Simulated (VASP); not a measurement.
Input of a VASP 6.6.1 run:

File INCAR:

```
  ALGO = Normal
  EDIFF = 1E-7
  ENCUT = 520
  GGA = PE
  ISIF = 2
  ISMEAR = 0
  LASPH = True
  LCHARG = False
  LREAL = False
  LWAVE = False
  NBANDS = 26
  NELM = 100
  PREC = Accurate
  SIGMA = 0.1
```

File KPOINTS:

```
k-points
0
Gamma
  4 4 2
```

The input POSCAR:

```
Rb
1.0
    4.4789609213     -2.5213468541     -0.0574658378
    4.4789609213      2.5213468541     -0.0574658378
   -2.6505042471      0.0000000000     16.7324478479
Rb
4
Direct
    0.1949949744      0.1949949744      0.1248422647
    0.8050050256      0.8050050256      0.8751577353
    0.3936735837      0.3936735837      0.6246084069
    0.6063264163      0.6063264163      0.3753915931
```

Potentials or basis: VASP PAW PBE potentials, release 64 (Rb_sv).

Command:

```bash
$ cat potpaw_PBE.64/Rb_sv/POTCAR > POTCAR
$ mpirun -np 1 vasp_std > vasp.out
```

Task: What does it give for the largest force?

Result: 0.010 eV/Å.

Task: What does it give for the band gap on the k mesh?

Result: Zero (band 18 reaches 0.26 eV, above the bottom of band 19 at -1.34 eV).

Task: What does it give for the pressure?

Result: -0.1 GPa.

Stress tensor (GPa, compression positive):
```
-0.02  0.00 -0.08
 0.00 -0.01  0.00
-0.08  0.00 -0.12
```
